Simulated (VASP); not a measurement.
Input of a VASP 6.6.1 run:

Contents of INCAR:

```
SYSTEM = CdS
  AGGAC = 1.0
  AGGAX = 1.0
  ALDAC = 0.0
  ALDAX = 1.0
  ALGO = Normal
  EDIFF = 1E-6
  ENCUT = 520
  GGA = B5
  ISIF = 2
  ISMEAR = -1
  IVDW = 13
  LASPH = .TRUE.
  LCHARG = .FALSE.
  LREAL = .FALSE.
  LWAVE = .FALSE.
  NBANDS = 16
  NELM = 100
  PREC = Accurate
  SIGMA = 0.05
  VDW_A1 = 0.44488865
  VDW_A2 = 4.0933009
  VDW_S6 = 1.0
  VDW_S8 = 2.34076671
```

File KPOINTS:

```
k-points
0
G
  8 8 8
  0 0 0
```

Contents of POSCAR:

```
CdS
1.0
    0.0000000000      2.7344744352      2.7344744352
    2.7344744352      0.0000000000      2.7344744352
    2.7344744352      2.7344744352      0.0000000000
Cd S
1 1
Direct
    0.0000000000      0.0000000000      0.0000000000
    0.5000000000      0.5000000000      0.5000000000
```

Potentials or basis: VASP PAW PBE potentials, release 64 (Cd, S).

Command:

```sh
$ cat potpaw_PBE.64/Cd/POTCAR potpaw_PBE.64/S/POTCAR > POTCAR
$ mpirun -np 1 vasp_std > vasp.out
```

Question: Estimate the dispersion energy per atom.

Answer: -0.738 eV.

Question: Predict the pressure.

Answer: 0.5 GPa.

Question: What does it give for the band gap on the k mesh?

Answer: 0.18 eV, indirect (least direct gap 1.67 eV).

Caveat: the PAW data sets were made with another functional, which shifts forces and pressure a little. A k mesh can miss the band edges.
